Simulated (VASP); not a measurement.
# HgTe in VASP: further runs

The runs below take HgTe through single point, with PBE, r2SCAN.

All numbers are computed with VASP 6.6.1; they aren't measurements. Logs are shortened: lines on timing, memory, paths and dates and some standing lists are left out, and cuts for length are marked.

## 1. The cell of the first run

It takes space group F-43m (No. 216, cubic). Conventional cell: a = 6.578 Å, b = 6.578 Å, c = 6.578 Å, α = 90.00°, β = 90.00°, γ = 90.00°. Hg (site symmetry -43m) has 4 Te at 2.85 Å within 3.8 Å. Within 3.8 Å of Te (site symmetry -43m) lie 4 Hg at 2.85 Å.

## 2. Single point, PBE

INCAR

```
SYSTEM = HgTe
PREC = Accurate
ENCUT = 520
EDIFF = 1E-7
ISMEAR = -1
SIGMA = 0.02
LREAL = .False.
LASPH = .True.
NELM = 60
ALGO = Normal
ISIF = 2
LWAVE = .False.
LCHARG = .True.
GGA = PE
LELF = .True.
LVHAR = .True.
NBANDS = 16
```

KPOINTS

```
regular mesh
0
Gamma
  6 6 6
  0 0 0
```

POSCAR

```
HgTe
1.0
    0.0000000000      3.2891578888      3.2891578888
    3.2891578888      0.0000000000      3.2891578888
    3.2891578888      3.2891578888      0.0000000000
Hg Te
1 1
Direct
    0.0000000000      0.0000000000      0.0000000000
    0.2500000000      0.2500000000      0.2500000000
```

Potentials or basis: VASP PAW PBE potentials, release 64 (Hg, Te).

Launch:

```console
> cat potpaw_PBE.64/Hg/POTCAR potpaw_PBE.64/Te/POTCAR > POTCAR
> mpirun -np 1 vasp_std > vasp.out
```

OUTCAR:

```text
SYSTEM = HgTe
   PREC = Accurate
   ENCUT = 520
   EDIFF = 1E-7
   ISMEAR = -1
   LREAL = .False.
   LASPH = .True.
   NELM = 60
   ISIF = 2
   GGA = PE

 ion  position               nearest neighbor table
   1  0.000  0.000  0.000-   2 2.85   2 2.85   2 2.85   2 2.85
   2  0.250  0.250  0.250-   1 2.85   1 2.85   1 2.85   1 2.85

  LATTYP: Found a face centered cubic cell.
 ALAT       =     6.5783157776

  Lattice vectors:

 A1 = (   0.0000000000,   3.2891578888,   3.2891578888)
 A2 = (   3.2891578888,   0.0000000000,   3.2891578888)
 A3 = (   3.2891578888,   3.2891578888,   0.0000000000)

Analysis of symmetry for initial positions (statically):
=====================================================================
 Subroutine PRICEL returns:
 Original cell was already a primitive cell.

 Routine SETGRP: Setting up the symmetry group for a
 face centered cubic supercell.

 Subroutine GETGRP returns: Found 24 space group operations
 (whereof 24 operations were pure point group operations)
 out of a pool of 48 trial point group operations.

The static configuration has the point symmetry T_d .

Analysis of symmetry for dynamics (positions and initial velocities):
=====================================================================
 Subroutine PRICEL returns:
 Original cell was already a primitive cell.

 Routine SETGRP: Setting up the symmetry group for a
 face centered cubic supercell.

 Subroutine GETGRP returns: Found 24 space group operations
 (whereof 24 operations were pure point group operations)
 out of a pool of 48 trial point group operations.

The dynamic configuration has the point symmetry T_d .

 Subroutine INISYM returns: Found 24 space group operations
 (whereof 24 operations are pure point group operations),
 and found     1 'primitive' translations

----------------------------------------------------------------------------------------

                                     Primitive cell

  volume of cell :      71.1679

  direct lattice vectors                    reciprocal lattice vectors
     0.000000000  3.289157889  3.289157889    -0.152014594  0.152014594  0.152014594
     3.289157889  0.000000000  3.289157889     0.152014594 -0.152014594  0.152014594
     3.289157889  3.289157889  0.000000000     0.152014594  0.152014594 -0.152014594

  length of vectors
     4.651571695  4.651571695  4.651571695     0.263297000  0.263297000  0.263297000

  position of ions in fractional coordinates (direct lattice)
     0.000000000  0.000000000  0.000000000
     0.250000000  0.250000000  0.250000000

  ion indices of the primitive-cell ions
   primitive index   ion index
                 1           1
                 2           2

----------------------------------------------------------------------------------------

 KPOINTS: regular mesh

Automatic generation of k-mesh.
 Grid dimensions read from file:
 generate k-points for:    6    6    6

 Generating k-lattice:

  Cartesian coordinates                     Fractional coordinates (reciprocal lattice)
    -0.025335766  0.025335766  0.025335766     0.166666667  0.000000000  0.000000000
     0.025335766 -0.025335766  0.025335766     0.000000000  0.166666667  0.000000000
     0.025335766  0.025335766 -0.025335766     0.000000000  0.000000000  0.166666667

  Length of vectors
     0.043882833  0.043882833  0.043882833

  Shift w.r.t. Gamma in fractional coordinates (k-lattice)
     0.000000000  0.000000000  0.000000000

 Subroutine IBZKPT returns following result:
 ===========================================

 Found     16 irreducible k-points:

 Following reciprocal coordinates:
            Coordinates               Weight
  0.000000  0.000000  0.000000      1.000000
  0.166667  0.000000  0.000000      8.000000
  0.333333  0.000000  0.000000      8.000000
  0.500000  0.000000  0.000000      4.000000
  0.166667  0.166667  0.000000      6.000000
  0.333333  0.166667  0.000000     24.000000
[... 8 lines left out ...]
 -0.333333  0.333333  0.166667     24.000000
 -0.333333  0.500000  0.166667     12.000000
   k-points           NKPTS =     16   k-points in BZ     NKDIM =     16   number of bands    NBANDS=     16
   number of dos      NEDOS =    301   number of ions     NIONS =      2
   total plane-waves  NPLWV =  46656
   dimension x,y,z NGX =    36 NGY =   36 NGZ =   36
   dimension x,y,z NGXF=    72 NGYF=   72 NGZF=   72
   ions per type =               1   1
   NGX,Y,Z   is equivalent  to a cutoff of  12.87, 12.87, 12.87 a.u.
   NGXF,Y,Z  is equivalent  to a cutoff of  25.73, 25.73, 25.73 a.u.
 SYSTEM =  HgTe
   PREC   = accura    normal or accurate (medium, high low for compatibility)
   ISTART =      0    job   : 0-new  1-cont  2-samecut
   ICHARG =      2    charge: 1-file 2-atom 10-const
   ISPIN  =      1    spin polarized calculation?
   LNONCOLLINEAR =      F non collinear calculations
   LSORBIT =      F    spin-orbit coupling
   LASPH  =      T    aspherical Exc in radial PAW
   ENCUT  =  520.0 eV  38.22 Ry    6.18 a.u.   8.65  8.65  8.65*2*pi/ulx,y,z
   NELM   =     60;   NELMIN=  2; NELMDL= -5     # of ELM steps
   EDIFF  = 0.1E-06   stopping-criterion for ELM
   LREAL  =      F    real-space projection
   EDIFFG = 0.1E-05   stopping-criterion for IOM
   NSW    =      0    number of steps for IOM
   IBRION =     -1    ionic relax: 0-MD 1-quasi-New 2-CG
   NFREE  =      0    steps in history (QN), initial steepest desc. (CG)
   ISIF   =      2    stress and relaxation
   ISYM   =      2    0-nonsym 1-usesym 2-fastsym
   POTIM  = 0.5000    time-step for ionic-motion
   TEBEG  =    0.0;   TEEND  =   0.0 temperature during run
   PSTRESS=    0.0 pullay stress
   NELECT =      18.0000    total number of electrons
   NUPDOWN=      -1.0000    fix difference up-down
   EMIN   =  10.00;   EMAX   =-10.00  energy-range for DOS
   EFERMI =   0.00;   METHOD = LEGACY
   ISMEAR =    -1;   SIGMA  =   0.02  broadening in eV -4-tet -1-fermi 0-gaus
   EFERMI_NEDOS =   21; number of points for ismear=-14 and -15
   IALGO  =     38    algorithm
   IMIX   =      4    mixing-type and parameters
     AMIX     =   0.40;   BMIX     =  1.00
     AMIX_MAG =   1.60;   BMIX_MAG =  1.00
  volume/ion in A,a.u.               =      35.58       240.13
  Fermi-wavevector in a.u.,A,eV,Ry     =   1.035311  1.956455 14.583669  1.071869
  Thomas-Fermi vector in A             =   2.169648
   LORBIT       =      0    0 simple, 1 ext, 2 COOP (PROOUT), +10 PAW based schemes
   GGA     = PE    functional components
   LHFCALC =     F    Hartree Fock is set to
   AEXX    =    0.0000 exact exchange contribution
   IVDW    =     0    specifies the selected vdW correction
   LEPSILON=     F    determine dielectric tensor
   LRPA    =     F    only Hartree local field effects (RPA)
 non-spin polarized calculation
  energy-cutoff  :      520.00
  volume of cell :       71.17
 maximum number of plane-waves:      1936
 NGX is ok and might be reduce to    36
   NGX = 17   NGY = 17   NGZ = 17

 number of electron      18.0000001 magnetization

 Free energy of the ion-electron system (eV)
  ---------------------------------------------------
  ext. energy  EPLUGINS =         0.00000000
  ---------------------------------------------------
  free energy    TOTEN  =        -3.63064192 eV

  energy without entropy =       -3.63028825  energy(sigma->0) =       -3.63046508

 E-fermi :   2.5739     XC(G=0):  -8.5023

 val. band max:        2.5600382003   @ k =   0.0000   0.0000   0.0000
 cond. band min:       3.2614443738   @ k =   0.5000   0.0000   0.0000
 fundamental gap:      0.7014061736
 Fermi energy:         2.5739017312

 k-point     1 :       0.0000    0.0000    0.0000
  band No.  band energies     occupation
      1      -9.0624      2.00000
      2      -4.5042      2.00000
      3      -4.5042      2.00000
      4      -4.5042      2.00000
      5      -4.0367      2.00000
      6      -4.0367      2.00000
[... 8 lines left out ...]
     15      12.0348      0.00000
     16      12.0348      0.00000

 k-point     2 :       0.1667    0.0000    0.0000
  band No.  band energies     occupation
      1      -8.9436      2.00000
      2      -4.4723      2.00000
      3      -4.4723      2.00000
      4      -4.4468      2.00000
      5      -4.0389      2.00000
      6      -4.0389      2.00000
[... 8 lines left out ...]
     15      11.1267      0.00000
     16      11.1267      0.00000

 k-point     3 :       0.3333    0.0000    0.0000
  band No.  band energies     occupation
      1      -8.6897      2.00000
      2      -4.4166      2.00000
      3      -4.4166      2.00000
      4      -4.1738      2.00000
      5      -4.0307      2.00000
      6      -4.0307      2.00000
[... 8 lines left out ...]
     15      11.4119      0.00000
     16      11.4119      0.00000

 k-point     4 :       0.5000    0.0000    0.0000
  band No.  band energies     occupation
      1      -8.5540      2.00000
      2      -4.3948      2.00000
      3      -4.3948      2.00000
      4      -4.0183      2.00000
      5      -4.0183      2.00000
      6      -3.7643      2.00000
[... 8 lines left out ...]
     15      12.5387      0.00000
     16      12.5387      0.00000
[... 172 lines left out ...]
 k-point    14 :       0.5000    0.3333    0.1667
  band No.  band energies     occupation
      1      -8.5148      2.00000
      2      -4.3492      2.00000
      3      -4.3272      2.00000
      4      -4.1592      2.00000
      5      -4.0149      2.00000
      6      -3.8937      2.00000
[... 8 lines left out ...]
     15      12.6783      0.00000
     16      13.5361      0.00000

 k-point    15 :      -0.3333    0.3333    0.1667
  band No.  band energies     occupation
      1      -8.4231      2.00000
      2      -4.3283      2.00000
      3      -4.3001      2.00000
      4      -4.0784      2.00000
      5      -4.0423      2.00000
      6      -3.6209      2.00000
[... 8 lines left out ...]
     15      12.8023      0.00000
     16      13.4196      0.00000

 k-point    16 :      -0.3333    0.5000    0.1667
  band No.  band energies     occupation
      1      -8.3775      2.00000
      2      -4.3046      2.00000
      3      -4.2541      2.00000
      4      -4.1380      2.00000
      5      -4.0198      2.00000
      6      -3.5348      2.00000
[... 8 lines left out ...]
     15      13.2890      0.00000
     16      13.5437      0.00000

------------------------ aborting loop because EDIFF is reached ----------------------------------------

  FORCE on cell =-STRESS in cart. coord.  units (eV):
  Direction    XX          YY          ZZ          XY          YZ          ZX
  --------------------------------------------------------------------------------------
  -------------------------------------------------------------------------------------
  Total        0.5917809      0.5917809      0.5917809      0.0000000      0.0000000      0.0000000
  in kB       13.3225507     13.3225507     13.3225507      0.0000000      0.0000000      0.0000000
  external PRESSURE =      13.3225507 kB  Pullay stress =       0.0000000 kB

 VOLUME and BASIS-vectors are now :
 -----------------------------------------------------------------------------
  energy-cutoff  :      520.00
  volume of cell :       71.17
      direct lattice vectors                 reciprocal lattice vectors
     0.000000000  3.289157889  3.289157889    -0.152014594  0.152014594  0.152014594
     3.289157889  0.000000000  3.289157889     0.152014594 -0.152014594  0.152014594
     3.289157889  3.289157889  0.000000000     0.152014594  0.152014594 -0.152014594

 POSITION                                       TOTAL-FORCE (eV/Angst)
 -----------------------------------------------------------------------------------
      0.00000      0.00000      0.00000         0.000000      0.000000      0.000000
      1.64458      1.64458      1.64458        -0.000000     -0.000000     -0.000000
 -----------------------------------------------------------------------------------
    total drift:                               -0.000000     -0.000000     -0.000000

  FREE ENERGIE OF THE ION-ELECTRON SYSTEM (eV)
  ---------------------------------------------------
  free  energy   TOTEN  =        -3.6306419199 eV

  energy  without entropy=       -3.6302882487  energy(sigma->0) =       -3.63046508
```

Wall time 13 s (1 thread of Intel Xeon Platinum 8488C (Sapphire Rapids), shared host); peak memory 0.21 GiB.

Results:

```yaml
Free_energy: -3.6306 eV
Pressure: 1.3 GPa
Band_gap_on_the_k_mesh: zero (filled and empty bands touch)
```

Levels at points of the mesh, in eV from the Fermi level:
| k point | band 6 | band 7 | band 8 | band 9 | band 10 | band 11 | band 12 | band 13 |
| --- | --- | --- | --- | --- | --- | --- | --- | --- |
| (0.00, 0.00, 0.00) | -6.61 | -0.87 | -0.01 | -0.01 | -0.01 | 4.30 | 4.30 | 4.30 |
| (0.50, 0.00, 0.00) | -6.34 | -5.17 | -0.90 | -0.90 | 0.69 | 5.07 | 5.07 | 6.83 |
| (0.50, 0.50, 0.00) | -6.21 | -5.17 | -2.07 | -2.07 | 1.90 | 2.61 | 8.02 | 8.63 |

Caveat: semilocal functionals underestimate gaps, and a narrow one can read as zero; spin-orbit coupling is left out, which moves the levels of the heavy elements.

## 3. Single point, PBE (strain +2.0%)

INCAR

```
PREC = Accurate ; ENCUT = 520
EDIFF = 1E-7 ; ISMEAR = -1
SIGMA = 0.02 ; LREAL = False
LASPH = True ; NELM = 80
ALGO = Normal ; ISIF = 2
LWAVE = False ; LCHARG = False
GGA = PE ; NBANDS = 16
```

KPOINTS

```
Automatic mesh
0
Gamma
  6 6 6
```

POSCAR

```
HgTe
1.0
    0.0000000000      3.3549410466      3.3549410466
    3.3549410466      0.0000000000      3.3549410466
    3.3549410466      3.3549410466      0.0000000000
Hg Te
1 1
Direct
    0.0000000000      0.0000000000      0.0000000000
    0.2500000000      0.2500000000      0.2500000000
```

Potentials or basis: VASP PAW PBE potentials, release 64 (Hg, Te).

Launch:

```console
> cat potpaw_PBE.64/Hg/POTCAR potpaw_PBE.64/Te/POTCAR > POTCAR
> mpirun -np 1 vasp_std > vasp.out
```

Run time: 11 s. Hardware: 1 thread of Intel Xeon Platinum 8488C (Sapphire Rapids), shared host; peak memory 0.21 GiB.

It converged, with:

- Free energy: -3.6377 eV
- Pressure: -0.8 GPa
- Band gap on the k mesh: zero (filled and empty bands touch)

Levels at points of the mesh, in eV from the Fermi level:
```
           k point  band 6  band 7  band 8  band 9  band 10  band 11  band 12  band 13
(0.00, 0.00, 0.00)   -6.38   -1.00   -0.01   -0.01    -0.01     4.39     4.39     4.39
(0.50, 0.00, 0.00)   -6.14   -4.81   -0.80   -0.80     0.68     5.11     5.11     6.74
(0.50, 0.50, 0.00)   -6.04   -4.87   -1.84   -1.84     1.89     2.75     7.83     8.38
```

Caveat: the cell differs from its parent crystal (strain +2.0%); semilocal functionals underestimate gaps, and a narrow one can read as zero; spin-orbit coupling is left out, which moves the levels of the heavy elements.

## 4. Single point, r2SCAN

POSCAR

```
HgTe
1.0
    0.0000000000      3.2891578888      3.2891578888
    3.2891578888      0.0000000000      3.2891578888
    3.2891578888      3.2891578888      0.0000000000
Hg Te
1 1
Direct
    0.0000000000      0.0000000000      0.0000000000
    0.2500000000      0.2500000000      0.2500000000
```

INCAR.step1

```
ALGO = Normal
EDIFF = 1E-4
ENCUT = 520
GGA = PE
ISMEAR = -1
LASPH = T
LCHARG = F
LREAL = F
LWAVE = T
NBANDS = 16
NELM = 80
PREC = Accurate
SIGMA = 0.02
```

INCAR.step2

```
ALGO = Normal
EDIFF = 1E-6
ENCUT = 520
ISIF = 2
ISMEAR = -1
ISTART = 1
LASPH = T
LCHARG = F
LMIXTAU = T
LREAL = F
LWAVE = F
METAGGA = R2SCAN
NBANDS = 16
NELM = 80
PREC = Accurate
SIGMA = 0.02
```

KPOINTS

```
k-points
0
Gamma
  6 6 6
```

Launch:

```console
> cat potpaw_PBE.64/Hg/POTCAR potpaw_PBE.64/Te/POTCAR > POTCAR
> cp INCAR.step1 INCAR
> mpirun -np 1 vasp_std > vasp.out
> cp INCAR.step2 INCAR
> mpirun -np 1 vasp_std > vasp.out
```

Wall time 41 s (1 thread of Intel Xeon Platinum 8488C (Sapphire Rapids), shared host); peak memory 0.22 GiB.

It converged, with:

- Free energy: -75.1541 eV
- Pressure: 0.0 GPa
- Band gap on the k mesh: zero (filled and empty bands touch)

Levels at points of the mesh, in eV from the Fermi level:
```tsv
k point	band 5	band 6	band 7	band 8	band 9	band 10	band 11	band 12	band 13	band 14
(0.00, 0.00, 0.00)	-6.85	-6.85	-0.57	-0.01	-0.01	-0.01	4.65	4.65	4.65	6.79
(0.50, 0.00, 0.00)	-6.83	-6.56	-5.31	-0.93	-0.93	0.93	5.41	5.41	7.13	8.22
(0.50, 0.50, 0.00)	-6.79	-6.42	-5.31	-2.14	-2.14	2.08	2.85	8.49	9.21	9.21
```

Caveat: semilocal functionals underestimate gaps, and a narrow one can read as zero; the PAW data sets were made with another functional, which shifts forces and pressure a little; spin-orbit coupling is left out, which moves the levels of the heavy elements.

(Continued in part 2 of 2.)

The gap in the log of VASP goes by the Fermi energy; the results here count the filled bands.